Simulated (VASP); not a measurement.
The system is Mg3GeN.

```
Mg Ge N
1.0
     4.56357    0.00000    0.00000
    -2.28179    3.95217    0.00000
     0.00000    0.00000    4.86708
Mg Ge N
3 1 1
Direct
  0.50000 0.00000 0.00000
  0.00000 0.50000 0.00000
  0.50000 0.50000 0.00000
  0.00000 0.00000 0.00000
  0.00000 0.00000 0.50000
```

| Quantity | Value |
| --- | --- |
| Program | VASP 6.6.1 |
| Task | relaxation of cell and atoms |
| Functional | PBE |
| Potentials or basis | VASP PAW PBE potentials, release 64 (Mg, Ge_d, N) |
| Cutoff | 600 eV |
| k mesh | 6 × 6 × 4 |
| Occupations | gaussian, width 0.1 eV |
| Spin | no spin polarisation |

At the start: pressure 43.9 GPa; volume 17.56 Å³/atom.

Q: Where does the relaxation end?

A: Over 9 steps the energy falls by 1969.2 meV/atom and the volume is 22.92 Å³/atom (+30.6 %); space group P6/mmm (No. 191, to 0.05 Å).

Step by step:
| step | energy change (eV) | largest force (eV/Å) | pressure (GPa) | volume (Å³) |
| --- | --- | --- | --- | --- |
| 1 | 0.0000 | 0.0000 | 43.90 | 87.78 |
| 2 | -8.6026 | 0.0000 | -7.57 | 154.01 |
| 3 | -8.9247 | 0.0000 | -3.49 | 130.87 |
| 4 | -8.9827 | 0.0000 | -5.04 | 136.73 |
| 5 | -8.9802 | 0.0000 | -4.75 | 135.37 |
| 6 | -9.6625 | 0.0000 | -2.82 | 122.95 |
| 7 | -9.8399 | 0.0000 | -0.53 | 115.95 |
| 8 | -9.8459 | 0.0000 | 0.26 | 114.19 |
| 9 | -9.8460 | 0.0000 | 0.08 | 114.61 |

Final structure:
```xyz
5
Lattice="5.8850 0.0000 0.0000 -2.9425 5.0966 0.0000 0.0000 0.0000 3.8210" Properties=species:S:1:pos:R:3 pbc="T T T"
Mg    2.9425    0.0000    0.0000
Mg   -1.4713    2.5483    0.0000
Mg    1.4713    2.5483    0.0000
Ge    0.0000    0.0000    0.0000
N     0.0000    0.0000    1.9105
```

Caveat: the volume moved by over 15 % at a fixed basis, so the end points are rough.
